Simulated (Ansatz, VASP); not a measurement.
**One calculation of RbCl, two programs**

```
CELL_PARAMETERS angstrom
0.02046 3.27400 3.27400
3.27400 0.02046 3.27400
3.29446 3.29446 0.00000
ATOMIC_POSITIONS crystal
Rb 0.00000 0.00000 0.00000
Cl 0.50000 0.50000 0.50000
```

Change from the starting cell: strain +0.0125 x Voigt [0, 0, 0, 0, 0, 1], atoms carried along.

Alike in both runs: task single point; functional PBE; k mesh 6 × 6 × 6; occupations gaussian, width 0.05 eV; no spin polarisation.

```csv
,VASP,Ansatz
version,VASP 6.6.1,Ansatz 0.2.0
potentials or method,"VASP PAW PBE potentials, release 64 (Rb_sv, Cl), cutoff 500 eV","scalar-relativistic, plane waves, PAW"
valence electrons in the cell,16,16
```

|  | VASP | Ansatz | Ansatz less VASP |
| --- | --- | --- | --- |
| gap on the k mesh at the Fermi level (eV) | 5.04 | 5.04 | +0.003 |
| least direct gap on the mesh (eV) | 5.04 | 5.04 | +0.003 |
| pressure (GPa) | 1.2 | 1.2 | 0.00 |
| traceless stress, the component that is largest in VASP (GPa) | -0.06 | -0.06 | 0.000 |
